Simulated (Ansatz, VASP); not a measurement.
NiO: VASP and Ansatz over several settings

```
Ni O
1.0
     0.00000    2.09972    2.09972
     2.09972    0.00000    2.09972
     2.09972    2.09972    0.00000
Ni O
1 1
Direct
  0.00000 0.00000 0.00000
  0.50000 0.50000 0.50000
```

Single points on this cell with VASP 6.6.1 and Ansatz 0.2.0. Each row is one pair of runs. Alike in all rows: spin: collinear, typed start; smearing: fermi-dirac, width 0.05 eV; VASP's potentials, cutoff: VASP PAW PBE potentials, release 64 (Ni, O), 520 eV.

```tsv
level	k mesh	Ansatz's potentials, cutoff	gap on the k mesh at the Fermi level (eV), VASP	gap on the k mesh at the Fermi level (eV), Ansatz	pressure (GPa), VASP	pressure (GPa), Ansatz	net moment per atom (μB), VASP	net moment per atom (μB), Ansatz
RPBE	11 × 11 × 11	Ansatz PAW, 420 eV	none	none	8.9	9.3	0.92	0.93
PBE exchange alone	11 × 11 × 11	Ansatz PAW, 420 eV	none	none	27.9	28.6	0.96	0.97
r2SCAN	11 × 11 × 11	Ansatz PAW, 500 eV	0.80	0.89	-1.6	-1.6	1.00	1.00
r2SCAN0	6 × 6 × 6	Ansatz PAW, 500 eV	4.84	4.77	-3.9	-4.2	1.00	1.00
PBEsol-based screened hybrid	6 × 6 × 6	Ansatz PAW, 420 eV	2.82	2.88	-7.4	-7.9	1.00	1.00
```

Gap on the k mesh at the fermi level (eV): the two programs differ by at most 0.083; pressure (GPa): the two programs differ by at most 0.66; net moment per atom (μB): the two programs differ by at most 0.012.

VASP's potentials hold 16 valence electrons a cell and Ansatz's 24, so a difference there can come from the potentials and not from the codes.

A gap of «none» marks a metal or a gap that the smearing closes.

The k mesh is coarse in some rows, so the values compare programs but aren't converged. Noted on Ansatz's runs: the magnetic or orbital state may not be the lowest; odd divisions of the mesh miss points on the zone boundary, where band edges often lie, so the gap on the mesh can be too wide.

A gap of «none» marks a metal or a gap under the smearing width.
